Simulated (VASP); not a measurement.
Crystal: B.

```xyz
9
Lattice="4.7873 0.0000 0.0000 -2.3936 4.1459 0.0000 0.0000 0.0000 2.9717" Properties=species:S:1:pos:R:3 pbc="T T T"
B     2.2129    2.5227    0.4197
B     1.4961    0.6551    2.4008
B     3.4719    0.9682    1.4103
B     1.0783    3.1778    2.5520
B    -0.1808    1.6232    0.5708
B    -0.8975    3.4908    1.5614
B     2.5187    0.0000    0.4953
B    -1.2594    2.1813    2.4764
B     1.1343    1.9646    1.4858
```

- Program: VASP 6.6.1
- Task: relaxation of cell and atoms
- Functional: PBE
- Potentials or basis: VASP PAW PBE potentials, release 64 (B)
- Cutoff: 600 eV
- k mesh: 6 × 6 × 6
- Occupations: gaussian, width 0.1 eV
- Spin: no spin polarisation

At the start: pressure 62.9 GPa; volume 6.55 Å³/atom.

How do energy, volume and symmetry change on relaxing?

Over 37 steps the energy falls by 815.6 meV/atom and the volume is 7.94 Å³/atom (+21.2 %); space group P3_221 (No. 154, to 0.05 Å).

Step by step:
| step | energy change (eV) | largest force (eV/Å) | pressure (GPa) | volume (Å³) |
| --- | --- | --- | --- | --- |
| 1 | 0.0000 | 2.6581 | 62.95 | 58.98 |
| 2 | -1.8868 | 0.9147 | -18.72 | 83.79 |
| 3 | -2.7410 | 0.7057 | 1.53 | 72.71 |
| 4 | -2.8580 | 0.5564 | -0.93 | 73.94 |
| 5 | -2.8774 | 0.7432 | -2.01 | 74.67 |
| 6 | -3.0032 | 0.8277 | -1.87 | 74.81 |
| 7 | -3.4944 | 0.9403 | -2.17 | 75.21 |
| 8 | -4.1991 | 1.4756 | -3.09 | 75.77 |
| 9 | -3.8401 | 5.0471 | -2.38 | 76.03 |
| 10 | -4.2556 | 2.4859 | -3.61 | 75.98 |
| 11 | -4.3031 | 2.5210 | -3.88 | 75.99 |
| 12 | -4.4418 | 2.5978 | -4.62 | 76.04 |
| 13 | -4.6972 | 2.7912 | -5.85 | 76.08 |
| 14 | -5.1254 | 3.0205 | -6.40 | 76.00 |
| 15 | -5.5326 | 2.2496 | 1.97 | 75.18 |
| 16 | -5.8670 | 1.2566 | 1.28 | 75.46 |
| 17 | -6.0674 | 0.9372 | 2.17 | 75.99 |
| 18 | -6.1765 | 0.9203 | 0.88 | 76.47 |
| 19 | -6.4368 | 0.8372 | -3.00 | 77.94 |
| 20 | -6.6459 | 0.5443 | -10.65 | 80.93 |
| 21 | -6.7741 | 0.4654 | -8.69 | 79.61 |
| 22 | -6.9811 | 0.4499 | -1.92 | 75.75 |
| 23 | -6.9863 | 0.4892 | -0.30 | 74.95 |
| 24 | -7.0403 | 0.4288 | -0.54 | 74.46 |
| 25 | -7.0841 | 0.5073 | -0.83 | 73.45 |
| 26 | -7.1377 | 0.4119 | 0.32 | 72.74 |
| 27 | -7.2195 | 0.3320 | 4.28 | 70.62 |
| 28 | -7.2688 | 0.2139 | 1.45 | 71.31 |
| 29 | -7.2960 | 0.1235 | -1.86 | 72.20 |
| 30 | -7.3221 | 0.1261 | -0.43 | 71.90 |
| 31 | -7.3288 | 0.1928 | 0.45 | 71.73 |
| 32 | -7.3286 | 0.2072 | 0.86 | 71.64 |
| 33 | -7.3292 | 0.1991 | 0.62 | 71.69 |
| 34 | -7.3363 | 0.0966 | -0.36 | 71.89 |
| 35 | -7.3364 | 0.0952 | -0.48 | 71.92 |
| 36 | -7.3392 | 0.0647 | -0.04 | 71.70 |
| 37 | -7.3401 | 0.0326 | 0.44 | 71.48 |

Final structure:
```
CELL_PARAMETERS angstrom
4.46947 0.00000 0.00000
-2.23473 3.87067 0.00000
0.00000 0.00000 4.13192
ATOMIC_POSITIONS crystal
B 0.67236 0.46858 0.11505
B 0.53141 0.20378 0.78172
B 0.79622 0.32764 0.44839
B 0.46859 0.67236 0.88495
B 0.20378 0.53141 0.21828
B 0.32764 0.79622 0.55161
B 0.54206 0.00000 0.16667
B 0.00000 0.54206 0.83333
B 0.45794 0.45794 0.50000
```

Caveat: the volume moved by over 15 % at a fixed basis, so the end points are rough.
